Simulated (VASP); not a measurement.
Write the native input for VASP 6.6.1 that does the following.

* Task: relaxation of cell and atoms
* Functional: PBE
* Potentials or basis: VASP PAW PBE potentials, release 64 (Na_pv, H)
* Cutoff: 600 eV
* k mesh: 12 × 12 × 4
* Occupations: gaussian, width 0.1 eV
* Spin: no spin polarisation
* Dipole correction: no
* Further INCAR settings: ALGO = Normal; EDIFF = 1e-07; IBRION = 2; EDIFFG = -0.01; NSW = 100; ISIF = 3

The structure of Na2H5 lies in POSCAR:

```
Na2H5
1.0
    3.1676956435      0.0000000000      0.0000000000
    0.0000000000      3.3524515630      0.0000000000
   -1.0610453903      0.0000000000      9.7113480210
Na H
2 5
Direct
    0.0584834769      0.0000000000      0.6731029647
    0.9415165231      0.0000000000      0.3268970353
    0.5640649189      0.5000000000      0.6911715849
    0.4359350811      0.5000000000      0.3088284151
    0.1039258277      0.0000000000      0.0225889515
    0.8960741723      0.0000000000      0.9774110485
    0.5000000000      0.0000000000      0.5000000000
```

The cell was generated, and may not be a known phase.

One way to write it, as run:

INCAR

```
  ALGO = Normal
  EDIFF = 1E-7
  EDIFFG = -0.01
  ENCUT = 600
  GGA = PE
  IBRION = 2
  ISIF = 3
  ISMEAR = 0
  LASPH = T
  LCHARG = F
  LREAL = F
  LWAVE = F
  NELM = 100
  NSW = 100
  PREC = Accurate
  SIGMA = 0.1
```

KPOINTS

```
k-points
0
Gamma
  12 12 4
```

Potentials or basis: VASP PAW PBE potentials, release 64 (Na_pv, H).

The run is started by

```sh
$ cat potpaw_PBE.64/Na_pv/POTCAR potpaw_PBE.64/H/POTCAR > POTCAR
$ mpirun -np 1 vasp_std > vasp.out
```

It gave:

```json
{
 "Relaxed volume": "14.81 Å³/atom",
 "Relaxed cell": "a = 3.173 Å, b = 3.360 Å, c = 9.781 Å, α = 90.00°, β = 96.28°, γ = 90.00°",
 "Space group after relaxing (to 0.1 Å)": "P2/m (No. 10)",
 "Energy gained by relaxing": "0.0 meV/atom",
 "Ionic steps": "8",
 "Pressure after relaxing": "0.0 GPa",
 "Largest force after relaxing": "0.009 eV/Å",
 "Band gap on the k mesh": "zero (an odd number of electrons rules out a gap without spin polarisation)"
}
```

Caveat: an odd number of electrons without spin polarisation forces a metal; a magnetic or distorted state may lie lower.

Run time: 7.9 min on 1 thread of Intel(R) Xeon(R) 6975P-C (Granite Rapids), with other jobs on the host, peak memory 0.42 GiB.
